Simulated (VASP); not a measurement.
# BiW (rocksalt type) (Fm-3m) in VASP: settings compared

BiW (rocksalt type) is run at these levels: RPBE, PBEsol; tasks: single point.

Everything below comes from runs of VASP 6.6.1. Logs are shortened: lines on timing, memory, paths and dates and some standing lists are left out, and cuts for length are marked.

## (1) The cell of the first run

The structure is cubic, space group Fm-3m (No. 225). Conventional cell: a = 4.155 Å, b = 4.155 Å, c = 4.155 Å, α = 90.00°, β = 90.00°, γ = 90.00°. W (site symmetry m-3m) has 6 Bi at 2.08 Å within 2.8 Å. Bi (site symmetry m-3m) has 6 W at 2.08 Å within 2.8 Å.

## (2) Single point, RPBE

The input, INCAR:

```
PREC = Accurate
ENCUT = 520
EDIFF = 1E-7
ISMEAR = -1
SIGMA = 0.05
LREAL = F
LASPH = T
NELM = 100
ALGO = Normal
ISIF = 2
LWAVE = F
LCHARG = F
GGA = RP
NBANDS = 22
```

The input, KPOINTS:

```
Automatic mesh
0
Gamma
  11 11 11
```

The input, POSCAR:

```
BiW
1.0
    0.0000000000      2.0775156304      2.0775156304
    2.0775156304      0.0000000000      2.0775156304
    2.0775156304      2.0775156304      0.0000000000
W Bi
1 1
Direct
    0.0000000000      0.0000000000      0.0000000000
    0.5000000000      0.5000000000      0.5000000000
```

Potentials or basis: VASP PAW PBE potentials, release 64 (W_sv, Bi_d).

Started as:

```sh
$ cat potpaw_PBE.64/W_sv/POTCAR potpaw_PBE.64/Bi_d/POTCAR > POTCAR
$ mpirun -np 1 vasp_std > vasp.out
```

OUTCAR:

```text
PREC = Accurate
   ENCUT = 520
   EDIFF = 1E-7
   ISMEAR = -1
   LREAL = F
   LASPH = T
   NELM = 100
   ISIF = 2
   GGA = RP

 ion  position               nearest neighbor table
   1  0.000  0.000  0.000-   2 2.08   2 2.08   2 2.08   2 2.08   2 2.08   2 2.08   2 3.60   2 3.60
                             2 3.60   2 3.60   2 3.60
   2  0.500  0.500  0.500-   1 2.08   1 2.08   1 2.08   1 2.08   1 2.08   1 2.08   1 3.60   1 3.60
                             1 3.60   1 3.60   1 3.60

  LATTYP: Found a face centered cubic cell.
 ALAT       =     4.1550312608

  Lattice vectors:

 A1 = (   0.0000000000,   2.0775156304,   2.0775156304)
 A2 = (   2.0775156304,   0.0000000000,   2.0775156304)
 A3 = (   2.0775156304,   2.0775156304,   0.0000000000)

Analysis of symmetry for initial positions (statically):
=====================================================================
 Subroutine PRICEL returns:
 Original cell was already a primitive cell.

 Routine SETGRP: Setting up the symmetry group for a
 face centered cubic supercell.

 Subroutine GETGRP returns: Found 48 space group operations
 (whereof 48 operations were pure point group operations)
 out of a pool of 48 trial point group operations.

The static configuration has the point symmetry O_h .

Analysis of symmetry for dynamics (positions and initial velocities):
=====================================================================
 Subroutine PRICEL returns:
 Original cell was already a primitive cell.

 Routine SETGRP: Setting up the symmetry group for a
 face centered cubic supercell.

 Subroutine GETGRP returns: Found 48 space group operations
 (whereof 48 operations were pure point group operations)
 out of a pool of 48 trial point group operations.

The dynamic configuration has the point symmetry O_h .

 Subroutine INISYM returns: Found 48 space group operations
 (whereof 48 operations are pure point group operations),
 and found     1 'primitive' translations

----------------------------------------------------------------------------------------

                                     Primitive cell

  volume of cell :      17.9334

  direct lattice vectors                    reciprocal lattice vectors
     0.000000000  2.077515630  2.077515630    -0.240672076  0.240672076  0.240672076
     2.077515630  0.000000000  2.077515630     0.240672076 -0.240672076  0.240672076
     2.077515630  2.077515630  0.000000000     0.240672076  0.240672076 -0.240672076

  length of vectors
     2.938050781  2.938050781  2.938050781     0.416856264  0.416856264  0.416856264

  position of ions in fractional coordinates (direct lattice)
     0.000000000  0.000000000  0.000000000
     0.500000000  0.500000000  0.500000000

  ion indices of the primitive-cell ions
   primitive index   ion index
                 1           1
                 2           2

----------------------------------------------------------------------------------------

 KPOINTS: Automatic mesh

Automatic generation of k-mesh.
 Grid dimensions read from file:
 generate k-points for:   11   11   11

 Generating k-lattice:

  Cartesian coordinates                     Fractional coordinates (reciprocal lattice)
    -0.021879280  0.021879280  0.021879280     0.090909091  0.000000000  0.000000000
     0.021879280 -0.021879280  0.021879280     0.000000000  0.090909091  0.000000000
     0.021879280  0.021879280 -0.021879280     0.000000000  0.000000000  0.090909091

  Length of vectors
     0.037896024  0.037896024  0.037896024

  Shift w.r.t. Gamma in fractional coordinates (k-lattice)
     0.000000000  0.000000000  0.000000000

 Subroutine IBZKPT returns following result:
 ===========================================

 Found     56 irreducible k-points:

 Following reciprocal coordinates:
            Coordinates               Weight
  0.000000  0.000000  0.000000      1.000000
  0.090909  0.000000  0.000000      8.000000
  0.181818  0.000000  0.000000      8.000000
  0.272727  0.000000  0.000000      8.000000
  0.363636  0.000000  0.000000      8.000000
  0.454545  0.000000  0.000000      8.000000
[... 16 lines left out ...]
 -0.272727  0.181818  0.000000     24.000000
 -0.181818  0.181818  0.000000     12.000000
 [... further k-points ...]
   k-points           NKPTS =     56   k-points in BZ     NKDIM =     56   number of bands    NBANDS=     22
   number of dos      NEDOS =    301   number of ions     NIONS =      2
   total plane-waves  NPLWV =  13824
   dimension x,y,z NGX =    24 NGY =   24 NGZ =   24
   dimension x,y,z NGXF=    48 NGYF=   48 NGZF=   48
   ions per type =               1   1
   NGX,Y,Z   is equivalent  to a cutoff of  13.58, 13.58, 13.58 a.u.
   NGXF,Y,Z  is equivalent  to a cutoff of  27.16, 27.16, 27.16 a.u.
 SYSTEM =  unknown system
   PREC   = accura    normal or accurate (medium, high low for compatibility)
   ISTART =      0    job   : 0-new  1-cont  2-samecut
   ICHARG =      2    charge: 1-file 2-atom 10-const
   ISPIN  =      1    spin polarized calculation?
   LNONCOLLINEAR =      F non collinear calculations
   LSORBIT =      F    spin-orbit coupling
   LASPH  =      T    aspherical Exc in radial PAW
   ENCUT  =  520.0 eV  38.22 Ry    6.18 a.u.   5.46  5.46  5.46*2*pi/ulx,y,z
   NELM   =    100;   NELMIN=  2; NELMDL= -5     # of ELM steps
   EDIFF  = 0.1E-06   stopping-criterion for ELM
   LREAL  =      F    real-space projection
   EDIFFG = 0.1E-05   stopping-criterion for IOM
   NSW    =      0    number of steps for IOM
   IBRION =     -1    ionic relax: 0-MD 1-quasi-New 2-CG
   NFREE  =      0    steps in history (QN), initial steepest desc. (CG)
   ISIF   =      2    stress and relaxation
   ISYM   =      2    0-nonsym 1-usesym 2-fastsym
   POTIM  = 0.5000    time-step for ionic-motion
   TEBEG  =    0.0;   TEEND  =   0.0 temperature during run
   PSTRESS=    0.0 pullay stress
   NELECT =      29.0000    total number of electrons
   NUPDOWN=      -1.0000    fix difference up-down
   EMIN   =  10.00;   EMAX   =-10.00  energy-range for DOS
   EFERMI =   0.00;   METHOD = LEGACY
   ISMEAR =    -1;   SIGMA  =   0.05  broadening in eV -4-tet -1-fermi 0-gaus
   EFERMI_NEDOS =   21; number of points for ismear=-14 and -15
   IALGO  =     38    algorithm
   IMIX   =      4    mixing-type and parameters
     AMIX     =   0.40;   BMIX     =  1.00
     AMIX_MAG =   1.60;   BMIX_MAG =  1.00
  volume/ion in A,a.u.               =       8.97        60.51
  Fermi-wavevector in a.u.,A,eV,Ry     =   1.921557  3.631216 50.237881  3.692380
  Thomas-Fermi vector in A             =   2.955837
   LORBIT       =      0    0 simple, 1 ext, 2 COOP (PROOUT), +10 PAW based schemes
   GGA     = RP    functional components
   LHFCALC =     F    Hartree Fock is set to
   AEXX    =    0.0000 exact exchange contribution
   IVDW    =     0    specifies the selected vdW correction
   LEPSILON=     F    determine dielectric tensor
   LRPA    =     F    only Hartree local field effects (RPA)
 non-spin polarized calculation
  energy-cutoff  :      520.00
  volume of cell :       17.93
 maximum number of plane-waves:       531
 NGX is ok and might be reduce to    24
   NGX = 11   NGY = 11   NGZ = 11

 number of electron      28.9999996 magnetization

 Free energy of the ion-electron system (eV)
  ---------------------------------------------------
  ext. energy  EPLUGINS =         0.00000000
  ---------------------------------------------------
  free energy    TOTEN  =        24.05043376 eV

  energy without entropy =       24.06002452  energy(sigma->0) =       24.05522914

 E-fermi :  28.5985     XC(G=0): -17.3153

 val. band max:       28.5595478584   @ k =  -0.3636   0.2727   0.0909
 cond. band min:      28.6089193438   @ k =  -0.4545   0.4545   0.0000
 fundamental gap:      0.0493714853
 Fermi energy:        28.5985341214

 k-point     1 :       0.0000    0.0000    0.0000
  band No.  band energies     occupation
      1     -45.5306      2.00000
      2     -10.6850      2.00000
      3     -10.6850      2.00000
      4     -10.6850      2.00000
      5      -0.0774      2.00000
      6      -0.0774      2.00000
[... 14 lines left out ...]
     21      48.4355      0.00000
     22      48.4355      0.00000

 k-point     2 :       0.0909    0.0000    0.0000
  band No.  band energies     occupation
      1     -45.5157      2.00000
      2     -10.8800      2.00000
      3     -10.8011      2.00000
      4     -10.8011      2.00000
      5       0.1765      2.00000
      6       0.1765      2.00000
[... 14 lines left out ...]
     21      47.9910      0.00000
     22      47.9910      0.00000

 k-point     3 :       0.1818    0.0000    0.0000
  band No.  band energies     occupation
      1     -45.4758      2.00000
      2     -11.3715      2.00000
      3     -11.0936      2.00000
      4     -11.0936      2.00000
      5       0.8202      2.00000
      6       0.8202      2.00000
[... 14 lines left out ...]
     21      46.3054      0.00000
     22      46.3054      0.00000

 k-point     4 :       0.2727    0.0000    0.0000
  band No.  band energies     occupation
      1     -45.4233      2.00000
      2     -11.9585      2.00000
      3     -11.4420      2.00000
      4     -11.4420      2.00000
      5       1.2030      2.00000
      6       1.2346      2.00000
[... 14 lines left out ...]
     21      44.4004      0.00000
     22      44.4004      0.00000

 k-point     5 :       0.3636    0.0000    0.0000
  band No.  band energies     occupation
      1     -45.3749      2.00000
      2     -12.4531      2.00000
      3     -11.7343      2.00000
      4     -11.7343      2.00000
      5       1.5073      2.00000
      6       1.5420      2.00000
[... 417 lines left out ...]
 k-point    22 :      -0.3636    0.1818    0.0000
  band No.  band energies     occupation
      1     -45.3568      2.00000
      2     -12.5109      2.00000
      3     -11.8955      2.00000
      4     -11.6435      2.00000
      5       1.5536      2.00000
      6       1.6352      2.00000
[... 14 lines left out ...]
     21      47.9529      0.00000
     22      48.1212      0.00000

 k-point    23 :      -0.2727    0.1818    0.0000
  band No.  band energies     occupation
      1     -45.3804      2.00000
      2     -12.4071      2.00000
      3     -11.8381      2.00000
      4     -11.3454      2.00000
      5       1.2037      2.00000
      6       1.3599      2.00000
[... 14 lines left out ...]
     21      47.3415      0.00000
     22      48.4781      0.00000

 k-point    24 :      -0.1818    0.1818    0.0000
  band No.  band energies     occupation
      1     -45.4155      2.00000
      2     -12.1308      2.00000
      3     -11.6504      2.00000
      4     -11.0993      2.00000
      5       0.8225      2.00000
      6       1.0800      2.00000
[... 14 lines left out ...]
     21      47.2062      0.00000
     22      48.0511      0.00000

 [... further k-points ...]

------------------------ aborting loop because EDIFF is reached ----------------------------------------

  FORCE on cell =-STRESS in cart. coord.  units (eV):
  Direction    XX          YY          ZZ          XY          YZ          ZX
  --------------------------------------------------------------------------------------
  -------------------------------------------------------------------------------------
  Total      105.7654524    105.7654524    105.7654524     -0.0000000      0.0000000      0.0000000
  in kB     9449.1233499   9449.1233499   9449.1233499     -0.0000000      0.0000000      0.0000000
  external PRESSURE =    9449.1233499 kB  Pullay stress =       0.0000000 kB

 VOLUME and BASIS-vectors are now :
 -----------------------------------------------------------------------------
  energy-cutoff  :      520.00
  volume of cell :       17.93
      direct lattice vectors                 reciprocal lattice vectors
     0.000000000  2.077515630  2.077515630    -0.240672076  0.240672076  0.240672076
     2.077515630  0.000000000  2.077515630     0.240672076 -0.240672076  0.240672076
     2.077515630  2.077515630  0.000000000     0.240672076  0.240672076 -0.240672076

 POSITION                                       TOTAL-FORCE (eV/Angst)
 -----------------------------------------------------------------------------------
      0.00000      0.00000      0.00000         0.000000      0.000000      0.000000
      2.07752      2.07752      2.07752         0.000000      0.000000      0.000000
 -----------------------------------------------------------------------------------
    total drift:                                0.000000     -0.000000     -0.000000

  FREE ENERGIE OF THE ION-ELECTRON SYSTEM (eV)
  ---------------------------------------------------
  free  energy   TOTEN  =        24.0504337648 eV

  energy  without entropy=       24.0600245210  energy(sigma->0) =       24.05522914
```

Wall time 35 s (1 thread of Intel Xeon 8259CL, shared host); peak memory 0.16 GiB.

The run converged, but its numbers aren't listed here, since they failed a check.

Caveat: atoms lie so close that the PAW spheres overlap strongly, which falsifies energies and pressures; the cell stands under pressure; the PAW data sets were made with another functional, which shifts forces and pressure a little; spin-orbit coupling is left out, which moves the levels of the heavy elements.

## (3) Single point, PBEsol (14.57 Å³/atom)

This run uses another cell than the first one, of 14.57 Å³/atom.

The input, INCAR:

```
SYSTEM = BiW
PREC = Accurate ; ENCUT = 520
EDIFF = 1E-6 ; ISMEAR = -1
SIGMA = 0.05 ; LREAL = .False.
LASPH = .True. ; NELM = 60
ALGO = Normal ; ISIF = 2
LWAVE = .False. ; LCHARG = .True.
GGA = PS ; LELF = .True.
LVHAR = .True. ; NBANDS = 22
```

The input, KPOINTS:

```
Automatic mesh
0
Gamma
  11 11 11
  0 0 0
```

The input, POSCAR:

```
BiW
1.0
    0.0000000000      2.4424672830      2.4424672830
    2.4424672830      0.0000000000      2.4424672830
    2.4424672830      2.4424672830      0.0000000000
W Bi
1 1
Direct
    0.0000000000      0.0000000000      0.0000000000
    0.5000000000      0.5000000000      0.5000000000
```

Potentials or basis: VASP PAW PBE potentials, release 64 (W_sv, Bi_d).

Started as:

```sh
$ cat potpaw_PBE.64/W_sv/POTCAR potpaw_PBE.64/Bi_d/POTCAR > POTCAR
$ mpirun -np 1 vasp_std > vasp.out
```

Run time: 69 s. Hardware: 1 thread of Intel Xeon 8259CL, shared host; peak memory 0.18 GiB.

Results (log left out):

```yaml
Free_energy: -9.6175 eV
Pressure: 147.0 GPa
Band_gap_on_the_k_mesh: zero (an odd number of electrons rules out a gap without spin polarisation)
```

Levels at points of the mesh, in eV from the Fermi level:
| k point | band 13 | band 14 | band 15 | band 16 | band 17 | band 18 |
| --- | --- | --- | --- | --- | --- | --- |
| (0.00, 0.00, 0.00) | -2.15 | -0.24 | -0.24 | 2.81 | 2.81 | 2.81 |

Caveat: the cell stands under pressure; the PAW data sets were made with another functional, which shifts forces and pressure a little; spin-orbit coupling is left out, which moves the levels of the heavy elements.

## (4) Single point, PBEsol (19.05 Å³/atom)

This run uses another cell than the first one, of 19.05 Å³/atom.

The input, INCAR:

```
SYSTEM = BiW
  PREC = Accurate
  ENCUT = 520
  EDIFF = 1E-6
  ISMEAR = -1
  SIGMA = 0.05
  LREAL = .FALSE.
  LASPH = .TRUE.
  NELM = 60
  ALGO = Normal
  ISIF = 2
  LWAVE = .FALSE.
  LCHARG = .TRUE.
  GGA = PS
  LELF = .TRUE.
  LVHAR = .TRUE.
  NBANDS = 22
```

The input, KPOINTS:

```
regular mesh
0
G
  11 11 11
  0 0 0
```

The input, POSCAR:

```
BiW
1.0
    0.0000000000      2.6709388474      2.6709388474
    2.6709388474      0.0000000000      2.6709388474
    2.6709388474      2.6709388474      0.0000000000
W Bi
1 1
Direct
    0.0000000000      0.0000000000      0.0000000000
    0.5000000000      0.5000000000      0.5000000000
```

Started as:

```sh
$ cat potpaw_PBE.64/W_sv/POTCAR potpaw_PBE.64/Bi_d/POTCAR > POTCAR
$ mpirun -np 1 vasp_std > vasp.out
```

It took 68 s on 1 thread of Intel Xeon 8259CL, shared host; peak memory 0.19 GiB.

The run converged. Its results:

| Quantity | Value |
| --- | --- |
| Free energy | -13.8989 eV |
| Pressure | 29.8 GPa |
| Band gap on the k mesh | zero (an odd number of electrons rules out a gap without spin polarisation) |

Levels at points of the mesh, in eV from the Fermi level:
```tsv
k point	band 11	band 12	band 13	band 14	band 15	band 16	band 17	band 18	band 19	band 20
(0.00, 0.00, 0.00)	-1.58	-1.58	-1.58	-0.58	-0.58	1.60	1.60	1.60	5.46	5.83
```

Caveat: the cell stands under pressure; the PAW data sets were made with another functional, which shifts forces and pressure a little; spin-orbit coupling is left out, which moves the levels of the heavy elements.

The gap in the log of VASP goes by the Fermi energy; the results here count the filled bands.